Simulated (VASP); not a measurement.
Write the native input for VASP 6.6.1 that does the following.

```yaml
Task: single point
Functional: PBE
Dispersion: D3(BJ)
Potentials_or_basis: VASP PAW PBE potentials, release 64 (Sn_d, O)
Cutoff: 520 eV
k_mesh: 7 × 7 × 1
Occupations: gaussian, width 0.05 eV
Spin: no spin polarisation
Dipole_correction: yes
Further_INCAR_settings: ALGO = Normal; EDIFF = 1e-06; NBANDS = 50
```

The structure of SnO lies in POSCAR:

```
SnO
1.0
    3.8201636883      0.0000000000      0.0000000000
    0.0000000000      3.8201636883      0.0000000000
    0.0000000000      0.0000000000     22.2260802162
Sn O
4 4
Direct
    0.7500000000      0.2500000000      0.2024648501
    0.2500000000      0.7500000000      0.3087831971
    0.3750000000      1.0000000000      0.4977503906
    0.8750000000      0.5000000000      0.6040687375
    0.2500000000      0.2500000000      0.2556240236
    0.7500000000      0.7500000000      0.2556240236
    0.8750000000      1.0000000000      0.5509095640
    0.3750000000      0.5000000000      0.5509095640
```

This cell differs from its parent crystal: layers slid over each other.

One way to write it, as run:

INCAR

```
ALGO = Normal
DIPOL = 0.5 0.5 0.403
EDIFF = 1E-6
ENCUT = 520
GGA = PE
IDIPOL = 3
ISIF = 2
ISMEAR = 0
IVDW = 12
LASPH = T
LCHARG = F
LDIPOL = T
LREAL = F
LWAVE = F
NBANDS = 50
NELM = 60
PREC = Accurate
SIGMA = 0.05
```

KPOINTS

```
k-points
0
Gamma
  7 7 1
```

Potentials or basis: VASP PAW PBE potentials, release 64 (Sn_d, O).

Launch:

```sh
$ cat potpaw_PBE.64/Sn_d/POTCAR potpaw_PBE.64/O/POTCAR > POTCAR
$ mpirun -np 1 vasp_std > vasp.out
```

Results of the run:

```json
{
  "Largest force": "0.099 eV/Å",
  "Band gap on the k mesh": "2.48 eV (least direct gap 2.56 eV)",
  "Dispersion energy per atom": "-0.155 eV"
}
```

Caveat: the cell differs from its parent crystal (layers slid over each other); spin-orbit coupling is left out, which moves the levels of the heavy elements.

Run time: 7.4 min on 1 thread of Intel(R) Xeon(R) Platinum 8559C (Emerald Rapids), on a shared host, peak memory 0.52 GiB.
